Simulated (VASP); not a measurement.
# TiO2 (P2_1/c) in VASP: notebook, part 2 of 2

VASP 6.6.1. Earlier steps stand in the parts before.

## Step 3: Single point, PBE

This run uses another cell than the first one, of 9.51 Å³/atom, 0.997 times its volume.

The input, INCAR:

```
SYSTEM = TiO2
PREC = Accurate
ENCUT = 520
EDIFF = 1E-6
ISMEAR = -1
SIGMA = 0.05
LREAL = .False.
LASPH = .True.
NELM = 60
ALGO = Normal
ISIF = 2
LWAVE = .False.
LCHARG = .True.
GGA = PE
LELF = .True.
LVHAR = .True.
NBANDS = 60
```

The input, KPOINTS:

```
regular mesh
0
Gamma
  5 5 5
  0 0 0
```

The input, POSCAR:

```
TiO2
1.0
    4.7645727836      0.0000000000      0.0000000000
    0.0000000000      4.8231656154      0.0000000000
   -0.8542565942      0.0000000000      4.9665942755
Ti O
4 8
Direct
    0.2774352600      0.0528083600      0.2131482700
    0.7225647400      0.5528083600      0.2868517300
    0.7225647400      0.9471916400      0.7868517300
    0.2774352600      0.4471916400      0.7131482700
    0.0638382200      0.1769655200      0.8515567400
    0.9361617800      0.6769655200      0.6484432600
    0.9361617800      0.8230344800      0.1484432600
    0.0638382200      0.3230344800      0.3515567400
    0.4453609900      0.7576317400      0.4667718600
    0.5546390100      0.2576317400      0.0332281400
    0.5546390100      0.2423682600      0.5332281400
    0.4453609900      0.7423682600      0.9667718600
```

Potentials or basis: VASP PAW PBE potentials, release 64 (Ti_sv, O).

On the command line:

```
$ cat potpaw_PBE.64/Ti_sv/POTCAR potpaw_PBE.64/O/POTCAR > POTCAR
$ mpirun -np 1 vasp_std > vasp.out
```

OUTCAR:

```text
SYSTEM = TiO2
   PREC = Accurate
   ENCUT = 520
   EDIFF = 1E-6
   ISMEAR = -1
   LREAL = .False.
   LASPH = .True.
   NELM = 60
   ISIF = 2
   GGA = PE

 ion  position               nearest neighbor table
   1  0.277  0.053  0.213-   8 1.86   7 1.95  10 1.99   9 1.99   5 2.02  11 2.11  12 2.18
   2  0.723  0.553  0.287-   7 1.86   8 1.95   9 1.99  10 1.99   6 2.02  12 2.11  11 2.18
   3  0.723  0.947  0.787-   6 1.86   5 1.95  12 1.99  11 1.99   7 2.02   9 2.11  10 2.18
   4  0.277  0.447  0.713-   5 1.86   6 1.95  11 1.99  12 1.99   8 2.02  10 2.11   9 2.18
   5  0.064  0.177  0.852-   4 1.86   3 1.95   1 2.02
[... 1748 lines left out ...]
  energy-cutoff  :      520.00
  volume of cell :      114.13
      direct lattice vectors                 reciprocal lattice vectors
     4.764572784  0.000000000  0.000000000     0.209882406  0.000000000  0.036099874
     0.000000000  4.823165615  0.000000000     0.000000000  0.207332710  0.000000000
    -0.854256594  0.000000000  4.966594276     0.000000000  0.000000000  0.201345217

 POSITION                                       TOTAL-FORCE (eV/Angst)
 -----------------------------------------------------------------------------------
      1.13978      0.25470      1.05862         0.162713     -0.032270      0.102366
      3.19767      2.66629      1.42468        -0.162713     -0.032270     -0.102366
      2.77054      4.56846      3.90797        -0.162713      0.032270     -0.102366
      0.71265      2.15688      3.54192         0.162713      0.032270      0.102366
     -0.42329      0.85353      4.22934        -0.106001      0.011274     -0.078971
      3.90647      3.26512      3.22055         0.106001      0.011274      0.078971
      4.33360      3.96963      0.73726         0.106001     -0.011274      0.078971
      0.00384      1.55805      1.74604        -0.106001     -0.011274     -0.078971
      1.72321      3.65418      2.31827        -0.202786      0.000873      0.012979
      2.61423      1.24260      0.16503         0.202786      0.000873     -0.012979
      2.18710      1.16898      2.64833         0.202786     -0.000873     -0.012979
      1.29608      3.58057      4.80156        -0.202786     -0.000873      0.012979
 -----------------------------------------------------------------------------------
    total drift:                                0.000000     -0.000000      0.000000

  FREE ENERGIE OF THE ION-ELECTRON SYSTEM (eV)
  ---------------------------------------------------
  free  energy   TOTEN  =      -106.8046792905 eV

  energy  without entropy=     -106.8046792904  energy(sigma->0) =     -106.80467929
```

stdout:

```text
POSCAR found type information on POSCAR TiO
 POSCAR found :  2 types and      12 ions
 scaLAPACK will be used
 LDA part: xc-table for (Slater+PW92), standard interpolation
 POSCAR, INCAR and KPOINTS ok, starting setup
 FFT: planning ... GRIDC
 FFT: planning ... GRID_SOFT
 FFT: planning ... GRID
 WAVECAR not read
 entering main loop
```

Wall time 4.4 min (1 thread of AMD EPYC 7R13 (Zen 3), shared host); peak memory 0.29 GiB.

What came out:

* Free energy: -106.8047 eV
* Pressure: 10.5 GPa
* Largest force: 0.203 eV/Å
* Band gap on the k mesh: 2.34 eV, indirect (least direct gap 2.43 eV)

Forces on the atoms (eV/Å):
```
Ti   0.163 -0.032  0.102
Ti  -0.163 -0.032 -0.102
Ti  -0.163  0.032 -0.102
Ti   0.163  0.032  0.102
O   -0.106  0.011 -0.079
O    0.106  0.011  0.079
O    0.106 -0.011  0.079
O   -0.106 -0.011 -0.079
O   -0.203  0.001  0.013
O    0.203  0.001 -0.013
O    0.203 -0.001 -0.013
O   -0.203 -0.001  0.013
```

A k mesh can miss the band edges. As with any semilocal functional, this PBE gap is likely too small.

## Step 4: Single point, PBE

This run uses another cell than the first one, of 9.82 Å³/atom, 1.030 times its volume.

The input, INCAR:

```
SYSTEM = TiO2
PREC = Accurate ; ENCUT = 520
EDIFF = 1E-6 ; ISMEAR = -1
SIGMA = 0.05 ; LREAL = .False.
LASPH = .True. ; NELM = 80
ALGO = Normal ; ISIF = 2
LWAVE = .False. ; LCHARG = .True.
GGA = PE ; LELF = .True.
LVHAR = .True. ; NBANDS = 60
```

The input, KPOINTS:

```
Automatic mesh
0
Gamma
  5 5 5
  0 0 0
```

The input, POSCAR:

```
TiO2
1.0
    4.8288166608      0.0000000000     -0.0077922198
    0.0000000000      4.8911633269      0.0000000000
   -0.8738164889      0.0000000000      4.9925297009
Ti O
4 8
Direct
    0.2769878471      0.0562261786      0.2156352458
    0.7230121529      0.5562261786      0.2843647542
    0.7230121529      0.9437738214      0.7843647542
    0.2769878471      0.4437738214      0.7156352458
    0.0627571156      0.1781554220      0.8525348943
    0.9372428844      0.6781554220      0.6474651057
    0.9372428844      0.8218445780      0.1474651057
    0.0627571156      0.3218445780      0.3525348943
    0.4468151392      0.7583191470      0.4621329073
    0.5531848608      0.2583191470      0.0378670927
    0.5531848608      0.2416808530      0.5378670927
    0.4468151392      0.7416808530      0.9621329073
```

On the command line:

```
$ cat potpaw_PBE.64/Ti_sv/POTCAR potpaw_PBE.64/O/POTCAR > POTCAR
$ mpirun -np 1 vasp_std > vasp.out
```

Run time: 6.9 min. Hardware: 1 thread of AMD EPYC 7R43 (Zen 3), shared host; peak memory 0.3 GiB.

Results (log left out):

- Free energy: -106.9618 eV
- Pressure: 2.8 GPa
- Largest force: 0.056 eV/Å
- Band gap on the k mesh: 2.34 eV, indirect (least direct gap 2.40 eV)

Forces on the atoms (eV/Å):
```
Ti   0.032 -0.045 -0.008
Ti  -0.032 -0.045  0.008
Ti  -0.032  0.045  0.008
Ti   0.032  0.045 -0.008
O   -0.028 -0.021  0.003
O    0.028 -0.021 -0.003
O    0.028  0.021 -0.003
O   -0.028  0.021  0.003
O   -0.027 -0.011  0.021
O    0.027 -0.011 -0.021
O    0.027  0.011 -0.021
O   -0.027  0.011  0.021
```

Levels at points of the mesh, in eV from the valence-band top:
```tsv
k point	band 45	band 46	band 47	band 48	band 49	band 50	band 51	band 52
(0.00, 0.00, 0.00)	-0.73	-0.61	-0.08	0.00	2.40	2.55	2.87	3.00
```

A k mesh can miss the band edges.

## Step 5: Single point, PBE

This run uses another cell than the first one, of 8.97 Å³/atom, 0.940 times its volume.

The input, INCAR:

```
PREC     = Accurate       # precision mode
ENCUT    = 520            # plane-wave cutoff, eV
EDIFF    = 1E-6           # SCF threshold, eV
ISMEAR   = -1             # smearing method
SIGMA    = 0.05           # smearing width, eV
LREAL    = False          # projectors in reciprocal space
LASPH    = True           # aspherical terms in the spheres
NELM     = 100            # most SCF steps
ALGO     = Normal         # electronic algorithm
ISIF     = 2              # what is computed and relaxed
LWAVE    = False          # write WAVECAR
LCHARG   = False          # write CHGCAR
GGA      = PE             # functional
NBANDS   = 60             # bands
```

The input, KPOINTS:

```
regular mesh
0
Gamma
  5 5 5
```

The input, POSCAR:

```
TiO2
1.0
    4.6485166822      0.0000000000      0.0436596207
    0.0000000000      4.8628395412      0.0000000000
   -0.7883927843      0.0000000000      4.7521213371
Ti O
4 8
Direct
    0.2794113664      0.0484028819      0.2110177767
    0.7205886336      0.5484028819      0.2889822233
    0.7205886336      0.9515971181      0.7889822233
    0.2794113664      0.4515971181      0.7110177767
    0.0805429651      0.1377428168      0.8140309078
    0.9194570349      0.6377428168      0.6859690922
    0.9194570349      0.8622571832      0.1859690922
    0.0805429651      0.3622571832      0.3140309078
    0.4356597941      0.7628037448      0.4855987800
    0.5643402059      0.2628037448      0.0144012200
    0.5643402059      0.2371962552      0.5144012200
    0.4356597941      0.7371962552      0.9855987800
```

On the command line:

```
$ cat potpaw_PBE.64/Ti_sv/POTCAR potpaw_PBE.64/O/POTCAR > POTCAR
$ mpirun -np 1 vasp_std > vasp.out
```

Wall time 11 min (1 thread of AMD EPYC 7R13, shared host); peak memory 0.29 GiB.

The run converged. Its results:

```yaml
Free_energy: -106.2380 eV
Pressure: 21.0 GPa
Largest_force: 0.041 eV/Å
Band_gap_on_the_k_mesh: 2.29 eV, indirect (least direct gap 2.45 eV)
```

Forces in eV/Å, atoms in the order of the input:
```
Ti   0.037 -0.018 -0.001
Ti  -0.037 -0.018  0.001
Ti  -0.037  0.018  0.001
Ti   0.037  0.018 -0.001
O    0.008 -0.010 -0.012
O   -0.008 -0.010  0.012
O   -0.008  0.010  0.012
O    0.008  0.010 -0.012
O   -0.027 -0.007  0.005
O    0.027 -0.007 -0.005
O    0.027  0.007 -0.005
O   -0.027  0.007  0.005
```

Stress tensor (GPa, compression positive):
```
21.03  0.00  0.11
 0.00 21.01  0.00
 0.11  0.00 20.82
```

Levels at points of the mesh, in eV from the valence-band top:
| k point | band 44 | band 45 | band 46 | band 47 | band 48 | band 49 | band 50 | band 51 | band 52 | band 53 |
| --- | --- | --- | --- | --- | --- | --- | --- | --- | --- | --- |
| (0.00, 0.00, 0.00) | -1.08 | -0.88 | -0.25 | -0.11 | 0.00 | 2.45 | 2.70 | 2.97 | 3.15 | 3.33 |

## Step 6: Summary

| level | cell | gap on the mesh (eV) | pressure (GPa) | largest force (eV/Å) |
| --- | --- | --- | --- | --- |
| PBEsol | a = 4.781, b = 4.861, c = 5.002 Å, angles 90.0, 100.1, 90.0°, 12 atoms | 2.27 | 0.8 | 0.05 |
| PBE | a = 4.765, b = 4.823, c = 5.040 Å, angles 90.0, 99.8, 90.0°, 12 atoms | 2.34 | 10.5 | 0.20 |
| PBE | a = 4.829, b = 4.891, c = 5.068 Å, angles 90.0, 100.0, 90.0°, 12 atoms | 2.34 | 2.8 | 0.06 |
| PBE | a = 4.649, b = 4.863, c = 4.817 Å, angles 90.0, 98.9, 90.0°, 12 atoms | 2.29 | 21.0 | 0.04 |

Alike in all rows: task single point; potentials or basis VASP PAW PBE potentials, release 64 (Ti_sv, O); no spin polarisation; k mesh 5 × 5 × 5; cutoff (eV) 520; smearing fermi-dirac 0.05 eV.

Caveats: the PAW data sets were made with another functional, which shifts forces and pressure a little (some runs).

Total energies depend on the potentials used, so only differences within one code and one set of settings carry meaning.
